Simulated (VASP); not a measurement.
# Ni (P6_3/mmc) in VASP: notebook, part 2 of 2

VASP 6.6.1. Earlier steps stand in the parts before.

## 5. Single point, PBEsol (volume scaled by 0.96)

INCAR

```
ALGO     = Normal         # electronic algorithm
EDIFF    = 1E-6           # SCF threshold, eV
ENCUT    = 520            # plane-wave cutoff, eV
GGA      = PS             # functional
ISIF     = 2              # what is computed and relaxed
ISMEAR   = -1             # smearing method
LASPH    = T              # aspherical terms in the spheres
LCHARG   = F              # write CHGCAR
LREAL    = F              # projectors in reciprocal space
LWAVE    = F              # write WAVECAR
NBANDS   = 17             # bands
NELM     = 100            # most SCF steps
PREC     = Accurate       # precision mode
SIGMA    = 0.1            # smearing width, eV
```

KPOINTS

```
k-points
0
Gamma
  17 17 9
```

POSCAR

```
Ni
1.0
    2.4104435840      0.0000000000      0.0000000000
   -1.2052217920      2.0875053782      0.0000000000
    0.0000000000      0.0000000000      3.9632325658
Ni
2
Direct
    0.3333333333      0.6666666667      0.2500000000
    0.6666666667      0.3333333333      0.7500000000
```

Potentials or basis: VASP PAW PBE potentials, release 64 (Ni).

Started as:

```sh
> cat potpaw_PBE.64/Ni/POTCAR > POTCAR
> mpirun -np 1 vasp_std > vasp.out
```

OUTCAR:

```text
EDIFF = 1E-6
   ENCUT = 520
   GGA = PS
   ISIF = 2
   ISMEAR = -1
   LASPH = T
   LREAL = F
   NELM = 100
   PREC = Accurate

 ion  position               nearest neighbor table
   1  0.333  0.667  0.250-   2 2.42   2 2.42   2 2.42   2 2.42   2 2.42   2 2.42
   2  0.667  0.333  0.750-   1 2.42   1 2.42   1 2.42   1 2.42   1 2.42   1 2.42

  LATTYP: Found a hexagonal cell.
 ALAT       =     2.4104435840
 C/A-ratio  =     1.6441922110

  Lattice vectors:

[... 193 lines left out ...]
      5       8.2734      2.00000
      6       8.5890      2.00000
[... 457 lines left out ...]
      4       7.0809      2.00000
      5       8.1669      2.00000
      6       8.2514      2.00000
[... 9 lines left out ...]
     16      31.0454      0.00000
     17      31.8082      0.00000

 [... further k-points ...]
[... 5 lines left out ...]
  --------------------------------------------------------------------------------------
  -------------------------------------------------------------------------------------
  Total        1.2657284      1.2657284      1.2635467     -0.0000000      0.0000000      0.0000000
  in kB      101.6897053    101.6897053    101.5144190     -0.0000000      0.0000000      0.0000000
  external PRESSURE =     101.6312766 kB  Pullay stress =       0.0000000 kB

 VOLUME and BASIS-vectors are now :
 -----------------------------------------------------------------------------
  energy-cutoff  :      520.00
  volume of cell :       19.94
      direct lattice vectors                 reciprocal lattice vectors
     2.410443584  0.000000000  0.000000000     0.414861400  0.239520341  0.000000000
    -1.205221792  2.087505378  0.000000000     0.000000000  0.479040682  0.000000000
     0.000000000  0.000000000  3.963232566     0.000000000  0.000000000  0.252319283

 POSITION                                       TOTAL-FORCE (eV/Angst)
 -----------------------------------------------------------------------------------
     -0.00000      1.39167      0.99081         0.000000      0.000000      0.000000
      1.20522      0.69584      2.97242        -0.000000     -0.000000      0.000000
 -----------------------------------------------------------------------------------
    total drift:                                0.000000     -0.000000     -0.000000

  FREE ENERGIE OF THE ION-ELECTRON SYSTEM (eV)
  ---------------------------------------------------
  free  energy   TOTEN  =       -12.1969002977 eV

  energy  without entropy=      -12.0190746334  energy(sigma->0) =      -12.10798747
```

It took 28 s on 1 thread of Intel Xeon Platinum 8488C (Sapphire Rapids), shared host; peak memory 0.15 GiB.

What came out:

```
Free energy            : -12.1969 eV
Pressure               : 10.2 GPa
Band gap on the k mesh : zero (band 10 reaches 10.45 eV, above the bottom of band 11 at 9.90 eV)
```

Caveat: the PAW data sets were made with another functional, which shifts forces and pressure a little; the run has no spin polarisation, though such a crystal can be magnetic. Spin polarisation is off, so any magnetic state and its effect on volume and gap are missing.

## 6. Single point, PBEsol

INCAR

```
SYSTEM = Ni
  ALGO = Normal
  EDIFF = 1E-6
  ENCUT = 520
  GGA = PS
  ISIF = 2
  ISMEAR = -1
  LASPH = .True.
  LCHARG = .False.
  LREAL = .False.
  LWAVE = .False.
  NBANDS = 17
  NELM = 100
  PREC = Accurate
  SIGMA = 0.1
```

KPOINTS

```
k-points
0
Gamma
  17 17 9
  0 0 0
```

POSCAR

```
Ni
1.0
    2.4434674628      0.0000000000      0.0000000000
   -1.2217337314      2.1161048961      0.0000000000
    0.0000000000      0.0000000000      4.0175301701
Ni
2
Direct
    0.3333333333      0.6666666667      0.2500000000
    0.6666666667      0.3333333333      0.7500000000
```

Potentials or basis: VASP PAW PBE potentials, release 64 (Ni).

Started as:

```sh
> cat potpaw_PBE.64/Ni/POTCAR > POTCAR
> mpirun -np 1 vasp_std > vasp.out
```

Wall time 28 s (1 thread of Intel Xeon Platinum 8488C (Sapphire Rapids), shared host); peak memory 0.16 GiB.

Results (log left out):

| Quantity | Value |
| --- | --- |
| Free energy | -12.2224 eV |
| Pressure | 0.0 GPa |
| Band gap on the k mesh | zero (band 10 reaches 9.81 eV, above the bottom of band 11 at 9.30 eV) |

Levels at points of the mesh, in eV from the Fermi level:
| k point | band 7 | band 8 | band 9 | band 10 | band 11 | band 12 | band 13 | band 14 |
| --- | --- | --- | --- | --- | --- | --- | --- | --- |
| (0.00, 0.00, 0.00) | -1.66 | -1.20 | -1.20 | -0.38 | -0.17 | -0.17 | 6.24 | 23.13 |

Caveat: the PAW data sets were made with another functional, which shifts forces and pressure a little; the run has no spin polarisation, though such a crystal can be magnetic.

## 7. Summary

```tsv
cell	k mesh	gap on the mesh (eV)	pressure (GPa)
a = 2.443, b = 2.443, c = 4.018 Å, angles 90.0, 90.0, 120.0°, 2 atoms	14 × 14 × 8	none	0.0
a = 2.342, b = 2.342, c = 3.850 Å, angles 90.0, 90.0, 120.0°, 2 atoms	17 × 17 × 9	none	39.6
a = 2.376, b = 2.376, c = 3.907 Å, angles 90.0, 90.0, 120.0°, 2 atoms	17 × 17 × 9	none	23.0
a = 2.410, b = 2.410, c = 3.963 Å, angles 90.0, 90.0, 120.0°, 2 atoms	17 × 17 × 9	none	10.2
a = 2.443, b = 2.443, c = 4.018 Å, angles 90.0, 90.0, 120.0°, 2 atoms	17 × 17 × 9	none	0.0
```

Alike in all rows: task single point; level PBEsol; potentials or basis VASP PAW PBE potentials, release 64 (Ni); no spin polarisation; cutoff (eV) 520; smearing fermi-dirac 0.1 eV.

Caveats: the PAW data sets were made with another functional, which shifts forces and pressure a little; the run has no spin polarisation, though such a crystal can be magnetic.

Total energies depend on the potentials used, so only differences within one code and one set of settings carry meaning.
